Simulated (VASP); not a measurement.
# Sc (P6_3/mmc) in VASP: a series of runs

Runs on Sc. Level: PBEsol. Tasks: single point.

Everything below comes from runs of VASP 6.6.1. Logs are shortened: lines on timing, memory, paths and dates and some standing lists are left out, and cuts for length are marked.

### 1 The cell of the first run

Symmetry: P6_3/mmc, No. 194, hexagonal system. Conventional cell: a = 3.145 Å, b = 3.145 Å, c = 4.876 Å, α = 90.00°, β = 90.00°, γ = 120.00°. Sc (site symmetry -6m2) has 12 Sc at 3.04 to 3.14 Å within 4.0 Å.

### 2 Single point, PBEsol (volume scaled by 0.88)

The input, INCAR:

```
PREC = Accurate
ENCUT = 520
EDIFF = 1E-6
ISMEAR = -1
SIGMA = 0.1
LREAL = F
LASPH = T
NELM = 60
ALGO = Normal
ISIF = 2
LWAVE = F
LCHARG = F
GGA = PS
NBANDS = 18
```

The input, KPOINTS:

```
Automatic mesh
0
Gamma
  15 15 8
```

The input, POSCAR:

```
Sc
1.0
    3.1445799668      0.0000000000      0.0000000000
   -1.5722899834      2.7232861355      0.0000000000
    0.0000000000      0.0000000000      4.8760878923
Sc
2
Direct
    0.3333333333      0.6666666667      0.2500000000
    0.6666666667      0.3333333333      0.7500000000
```

Potentials or basis: VASP PAW PBE potentials, release 64 (Sc_sv).

Started as:

```bash
> cat potpaw_PBE.64/Sc_sv/POTCAR > POTCAR
> mpirun -np 1 vasp_std > vasp.out
```

OUTCAR:

```text
PREC = Accurate
   ENCUT = 520
   EDIFF = 1E-6
   ISMEAR = -1
   LREAL = F
   LASPH = T
   NELM = 60
   ISIF = 2
   GGA = PS

 ion  position               nearest neighbor table
   1  0.333  0.667  0.250-   2 3.04   2 3.04   2 3.04   2 3.04   2 3.04   2 3.04
   2  0.667  0.333  0.750-   1 3.04   1 3.04   1 3.04   1 3.04   1 3.04   1 3.04

  LATTYP: Found a hexagonal cell.
 ALAT       =     3.1445799668
 C/A-ratio  =     1.5506324990

  Lattice vectors:

 A1 = (   3.1445799668,   0.0000000000,   0.0000000000)
 A2 = (  -1.5722899834,   2.7232861355,   0.0000000000)
 A3 = (   0.0000000000,   0.0000000000,   4.8760878923)

Analysis of symmetry for initial positions (statically):
=====================================================================
 Subroutine PRICEL returns:
 Original cell was already a primitive cell.

 Routine SETGRP: Setting up the symmetry group for a
 hexagonal supercell.

 Subroutine GETGRP returns: Found 24 space group operations
 (whereof 12 operations were pure point group operations)
 out of a pool of 24 trial point group operations.

The static configuration has the point symmetry D_3d.
 The point group associated with its full space group is D_6h.

Analysis of symmetry for dynamics (positions and initial velocities):
=====================================================================
 Subroutine PRICEL returns:
 Original cell was already a primitive cell.

 Routine SETGRP: Setting up the symmetry group for a
 hexagonal supercell.

 Subroutine GETGRP returns: Found 24 space group operations
 (whereof 12 operations were pure point group operations)
 out of a pool of 24 trial point group operations.

The dynamic configuration has the point symmetry D_3d.
 The point group associated with its full space group is D_6h.

 Subroutine INISYM returns: Found 24 space group operations
 (whereof 12 operations are pure point group operations),
 and found     1 'primitive' translations

----------------------------------------------------------------------------------------

                                     Primitive cell

  volume of cell :      41.7568

  direct lattice vectors                    reciprocal lattice vectors
     3.144579967  0.000000000  0.000000000     0.318007496  0.183601713  0.000000000
    -1.572289983  2.723286135  0.000000000     0.000000000  0.367203426  0.000000000
     0.000000000  0.000000000  4.876087892     0.000000000  0.000000000  0.205082439

  length of vectors
     3.144579967  3.144579967  4.876087892     0.367203426  0.367203426  0.205082439

  position of ions in fractional coordinates (direct lattice)
     0.333333333  0.666666667  0.250000000
     0.666666667  0.333333333  0.750000000

  ion indices of the primitive-cell ions
   primitive index   ion index
                 1           1
                 2           2

----------------------------------------------------------------------------------------

 KPOINTS: Automatic mesh

Automatic generation of k-mesh.
 Grid dimensions read from file:
 generate k-points for:   15   15    8

 Generating k-lattice:

  Cartesian coordinates                     Fractional coordinates (reciprocal lattice)
     0.021200500  0.012240114  0.000000000     0.066666667  0.000000000  0.000000000
     0.000000000  0.024480228  0.000000000     0.000000000  0.066666667  0.000000000
     0.000000000  0.000000000  0.025635305     0.000000000  0.000000000  0.125000000

  Length of vectors
     0.024480228  0.024480228  0.025635305

  Shift w.r.t. Gamma in fractional coordinates (k-lattice)
     0.000000000  0.000000000  0.000000000

 Subroutine IBZKPT returns following result:
 ===========================================

 Found    135 irreducible k-points:

 Following reciprocal coordinates:
            Coordinates               Weight
  0.000000  0.000000  0.000000      1.000000
  0.066667  0.000000  0.000000      6.000000
  0.133333  0.000000  0.000000      6.000000
  0.200000  0.000000  0.000000      6.000000
  0.266667  0.000000  0.000000      6.000000
  0.333333  0.000000  0.000000      6.000000
[... 16 lines left out ...]
  0.333333  0.200000  0.000000     12.000000
  0.400000  0.200000  0.000000      6.000000
 [... further k-points ...]
   k-points           NKPTS =    135   k-points in BZ     NKDIM =    135   number of bands    NBANDS=     18
   number of dos      NEDOS =    301   number of ions     NIONS =      2
   total plane-waves  NPLWV =  20736
   dimension x,y,z NGX =    24 NGY =   24 NGZ =   36
   dimension x,y,z NGXF=    48 NGYF=   48 NGZF=   72
   ions per type =               2
   NGX,Y,Z   is equivalent  to a cutoff of  12.69, 12.69, 12.27 a.u.
   NGXF,Y,Z  is equivalent  to a cutoff of  25.38, 25.38, 24.55 a.u.
 SYSTEM =  unknown system
   PREC   = accura    normal or accurate (medium, high low for compatibility)
   ISTART =      0    job   : 0-new  1-cont  2-samecut
   ICHARG =      2    charge: 1-file 2-atom 10-const
   ISPIN  =      1    spin polarized calculation?
   LNONCOLLINEAR =      F non collinear calculations
   LSORBIT =      F    spin-orbit coupling
   LASPH  =      T    aspherical Exc in radial PAW
   ENCUT  =  520.0 eV  38.22 Ry    6.18 a.u.   5.85  5.85  9.07*2*pi/ulx,y,z
   NELM   =     60;   NELMIN=  2; NELMDL= -5     # of ELM steps
   EDIFF  = 0.1E-05   stopping-criterion for ELM
   LREAL  =      F    real-space projection
   EDIFFG = 0.1E-04   stopping-criterion for IOM
   NSW    =      0    number of steps for IOM
   IBRION =     -1    ionic relax: 0-MD 1-quasi-New 2-CG
   NFREE  =      0    steps in history (QN), initial steepest desc. (CG)
   ISIF   =      2    stress and relaxation
   ISYM   =      2    0-nonsym 1-usesym 2-fastsym
   POTIM  = 0.5000    time-step for ionic-motion
   TEBEG  =    0.0;   TEEND  =   0.0 temperature during run
   PSTRESS=    0.0 pullay stress
   NELECT =      22.0000    total number of electrons
   NUPDOWN=      -1.0000    fix difference up-down
   EMIN   =  10.00;   EMAX   =-10.00  energy-range for DOS
   EFERMI =   0.00;   METHOD = LEGACY
   ISMEAR =    -1;   SIGMA  =   0.10  broadening in eV -4-tet -1-fermi 0-gaus
   EFERMI_NEDOS =   21; number of points for ismear=-14 and -15
   IALGO  =     38    algorithm
   IMIX   =      4    mixing-type and parameters
     AMIX     =   0.40;   BMIX     =  1.00
     AMIX_MAG =   1.60;   BMIX_MAG =  1.00
  volume/ion in A,a.u.               =      20.88       140.89
  Fermi-wavevector in a.u.,A,eV,Ry     =   1.322229  2.498650 23.786912  1.748289
  Thomas-Fermi vector in A             =   2.451925
   LORBIT       =      0    0 simple, 1 ext, 2 COOP (PROOUT), +10 PAW based schemes
   GGA     = PS    functional components
   LHFCALC =     F    Hartree Fock is set to
   AEXX    =    0.0000 exact exchange contribution
   IVDW    =     0    specifies the selected vdW correction
   LEPSILON=     F    determine dielectric tensor
   LRPA    =     F    only Hartree local field effects (RPA)
 non-spin polarized calculation
  energy-cutoff  :      520.00
  volume of cell :       41.76
 maximum number of plane-waves:      1152
 NGX is ok and might be reduce to    24
   NGX = 11   NGY = 11   NGZ = 19

 number of electron      22.0000005 magnetization

 Free energy of the ion-electron system (eV)
  ---------------------------------------------------
  ext. energy  EPLUGINS =         0.00000000
  ---------------------------------------------------
  free energy    TOTEN  =       -13.12655946 eV

  energy without entropy =      -13.01892289  energy(sigma->0) =      -13.07274118

 E-fermi :   4.5911     XC(G=0): -10.6912

 val. band max:        4.5882868093   @ k =   0.2000   0.1333   0.3750
 cond. band min:       4.5961857023   @ k =   0.3333   0.0667   0.1250
 fundamental gap:      0.0078988930
 Fermi energy:         4.5911259621

 k-point     1 :       0.0000    0.0000    0.0000
  band No.  band energies     occupation
      1     -44.1940      2.00000
      2     -44.0466      2.00000
      3     -23.3008      2.00000
      4     -22.6879      2.00000
      5     -22.6879      2.00000
      6     -22.5731      2.00000
[... 10 lines left out ...]
     17       7.2583      0.00000
     18       7.2583      0.00000

 k-point     2 :       0.0667    0.0000    0.0000
  band No.  band energies     occupation
      1     -44.1898      2.00000
      2     -44.0452      2.00000
      3     -23.2906      2.00000
      4     -22.7076      2.00000
      5     -22.6948      2.00000
      6     -22.5940      2.00000
[... 10 lines left out ...]
     17       7.1602      0.00000
     18       7.1811      0.00000

 k-point     3 :       0.1333    0.0000    0.0000
  band No.  band energies     occupation
      1     -44.1776      2.00000
      2     -44.0414      2.00000
      3     -23.2607      2.00000
      4     -22.7637      2.00000
      5     -22.7138      2.00000
      6     -22.6520      2.00000
[... 10 lines left out ...]
     17       7.1726      0.00000
     18       7.2543      0.00000

 k-point     4 :       0.2000    0.0000    0.0000
  band No.  band energies     occupation
      1     -44.1590      2.00000
      2     -44.0363      2.00000
      3     -23.2138      2.00000
      4     -22.8471      2.00000
      5     -22.7408      2.00000
      6     -22.7350      2.00000
[... 10 lines left out ...]
     17       7.4960      0.00000
     18       7.6077      0.00000

 k-point     5 :       0.2667    0.0000    0.0000
  band No.  band energies     occupation
      1     -44.1365      2.00000
      2     -44.0315      2.00000
      3     -23.1544      2.00000
      4     -22.9438      2.00000
      5     -22.8266      2.00000
      6     -22.7706      2.00000
[... 10 lines left out ...]
     17       7.8959      0.00000
     18       8.0501      0.00000

 k-point     6 :       0.3333    0.0000    0.0000
  band No.  band energies     occupation
      1     -44.1133      2.00000
      2     -44.0286      2.00000
      3     -23.0886      2.00000
      4     -23.0368      2.00000
      5     -22.9111      2.00000
      6     -22.7983      2.00000
[... 10 lines left out ...]
     17       8.3961      0.00000
     18       8.5263      0.00000

 k-point     7 :       0.4000    0.0000    0.0000
  band No.  band energies     occupation
      1     -44.0930      2.00000
      2     -44.0285      2.00000
      3     -23.1095      2.00000
      4     -23.0258      2.00000
      5     -22.9755      2.00000
      6     -22.8194      2.00000
[... 10 lines left out ...]
     17       8.9762      0.00000
     18       9.0199      0.00000

 k-point     8 :       0.4667   -0.0000    0.0000
  band No.  band energies     occupation
      1     -44.0802      2.00000
      2     -44.0301      2.00000
      3     -23.1493      2.00000
      4     -23.0102      2.00000
      5     -22.9826      2.00000
      6     -22.8308      2.00000
[... 10 lines left out ...]
     17       9.3037      0.00000
     18       9.5603      0.00000
[... 229 lines left out ...]
     17       8.9369      0.00000
     18       9.3741      0.00000

 k-point    20 :       0.4000    0.1333    0.0000
  band No.  band energies     occupation
      1     -44.0735      2.00000
      2     -44.0314      2.00000
      3     -23.1274      2.00000
      4     -22.9923      2.00000
      5     -22.9594      2.00000
      6     -22.8689      2.00000
[... 10 lines left out ...]
     17       9.1320      0.00000
     18       9.3710      0.00000

 k-point    21 :       0.2000    0.2000    0.0000
  band No.  band energies     occupation
      1     -44.1075      2.00000
      2     -44.0282      2.00000
      3     -23.0715      2.00000
      4     -22.9850      2.00000
      5     -22.9662      2.00000
      6     -22.7909      2.00000
[... 10 lines left out ...]
     17       8.4892      0.00000
     18       8.9978      0.00000

 k-point    22 :       0.2667    0.2000    0.0000
  band No.  band energies     occupation
      1     -44.0876      2.00000
      2     -44.0287      2.00000
      3     -23.0489      2.00000
      4     -23.0090      2.00000
      5     -22.9843      2.00000
      6     -22.8379      2.00000
[... 10 lines left out ...]
     17       8.9361      0.00000
     18       9.2977      0.00000

 k-point    23 :       0.3333    0.2000    0.0000
  band No.  band energies     occupation
      1     -44.0714      2.00000
      2     -44.0319      2.00000
      3     -23.0925      2.00000
      4     -22.9814      2.00000
      5     -22.9521      2.00000
      6     -22.8858      2.00000
[... 10 lines left out ...]
     17       9.1514      0.00000
     18       9.2936      0.00000

 k-point    24 :       0.4000    0.2000    0.0000
  band No.  band energies     occupation
      1     -44.0642      2.00000
      2     -44.0344      2.00000
      3     -23.1077      2.00000
      4     -22.9725      2.00000
      5     -22.9245      2.00000
      6     -22.9110      2.00000
[... 10 lines left out ...]
     17       9.1364      0.00000
     18       9.2934      0.00000

 [... further k-points ...]

------------------------ aborting loop because EDIFF is reached ----------------------------------------

  FORCE on cell =-STRESS in cart. coord.  units (eV):
  Direction    XX          YY          ZZ          XY          YZ          ZX
  --------------------------------------------------------------------------------------
  -------------------------------------------------------------------------------------
  Total        2.3140632      2.3140632      2.3147268      0.0000000      0.0000000      0.0000000
  in kB       88.7888342     88.7888342     88.8142959      0.0000000      0.0000000      0.0000000
  external PRESSURE =      88.7973215 kB  Pullay stress =       0.0000000 kB

 VOLUME and BASIS-vectors are now :
 -----------------------------------------------------------------------------
  energy-cutoff  :      520.00
  volume of cell :       41.76
      direct lattice vectors                 reciprocal lattice vectors
     3.144579967  0.000000000  0.000000000     0.318007496  0.183601713  0.000000000
    -1.572289983  2.723286135  0.000000000     0.000000000  0.367203426  0.000000000
     0.000000000  0.000000000  4.876087892     0.000000000  0.000000000  0.205082439

 POSITION                                       TOTAL-FORCE (eV/Angst)
 -----------------------------------------------------------------------------------
     -0.00000      1.81552      1.21902        -0.000000     -0.000000      0.000000
      1.57229      0.90776      3.65707         0.000000      0.000000      0.000000
 -----------------------------------------------------------------------------------
    total drift:                                0.000000     -0.000000      0.000000

  FREE ENERGIE OF THE ION-ELECTRON SYSTEM (eV)
  ---------------------------------------------------
  free  energy   TOTEN  =       -13.1265594640 eV

  energy  without entropy=      -13.0189228930  energy(sigma->0) =      -13.07274118
```

It took 27 s on 1 thread of Intel Xeon 6975P-C (Granite Rapids), shared host; peak memory 0.21 GiB.

What came out:

| Quantity | Value |
| --- | --- |
| Free energy | -13.1266 eV |
| Pressure | 8.9 GPa |
| Band gap on the k mesh | zero (band 11 reaches 5.72 eV, above the bottom of band 12 at 3.94 eV) |

Levels at points of the mesh, in eV from the Fermi level:
| k point | band 9 | band 10 | band 11 | band 12 | band 13 | band 14 |
| --- | --- | --- | --- | --- | --- | --- |
| (0.00, 0.00, 0.00) | -5.40 | -1.88 | 1.13 | 1.78 | 1.78 | 2.14 |
| (0.00, 0.00, 0.50) | -3.64 | -3.64 | 1.10 | 1.10 | 1.67 | 1.67 |

Caveat: the cell differs from its parent crystal (volume scaled by 0.88); the PAW data sets were made with another functional, which shifts forces and pressure a little.

### 3 Single point, PBEsol

This run uses another cell than the first one, of 23.73 Å³/atom, 1.136 times its volume.

The input, INCAR:

```
SYSTEM = Sc
PREC = Accurate
ENCUT = 520
EDIFF = 1E-6
ISMEAR = -1
SIGMA = 0.1
LREAL = .FALSE.
LASPH = .TRUE.
NELM = 60
ALGO = Normal
ISIF = 2
LWAVE = .FALSE.
LCHARG = .FALSE.
GGA = PS
NBANDS = 18
```

The input, KPOINTS:

```
Automatic mesh
0
G
  15 15 8
  0 0 0
```

The input, POSCAR:

```
Sc
1.0
    3.2760790572      0.0000000000      0.0000000000
   -1.6380395286      2.8371676883      0.0000000000
    0.0000000000      0.0000000000      5.1051133920
Sc
2
Direct
    0.3333333333      0.6666666667      0.2500000000
    0.6666666667      0.3333333333      0.7500000000
```

Potentials or basis: VASP PAW PBE potentials, release 64 (Sc_sv).

Started as:

```bash
> cat potpaw_PBE.64/Sc_sv/POTCAR > POTCAR
> mpirun -np 1 vasp_std > vasp.out
```

Wall time 31 s (1 thread of Intel Xeon 6975P-C (Granite Rapids), shared host); peak memory 0.22 GiB.

The run converged. Its results:

```yaml
Free_energy: -13.2739 eV
Pressure: 0.0 GPa
Band_gap_on_the_k_mesh: zero (band 11 reaches 4.79 eV, above the bottom of band 12 at 3.25 eV)
```

Levels at points of the mesh, in eV from the Fermi level:
| k point | band 9 | band 10 | band 11 | band 12 | band 13 | band 14 |
| --- | --- | --- | --- | --- | --- | --- |
| (0.00, 0.00, 0.00) | -5.21 | -1.70 | 0.71 | 1.64 | 1.64 | 1.91 |
| (0.00, 0.00, 0.50) | -3.61 | -3.61 | 1.00 | 1.00 | 1.55 | 1.55 |

Caveat: the PAW data sets were made with another functional, which shifts forces and pressure a little.

[end of part 1 of 2]
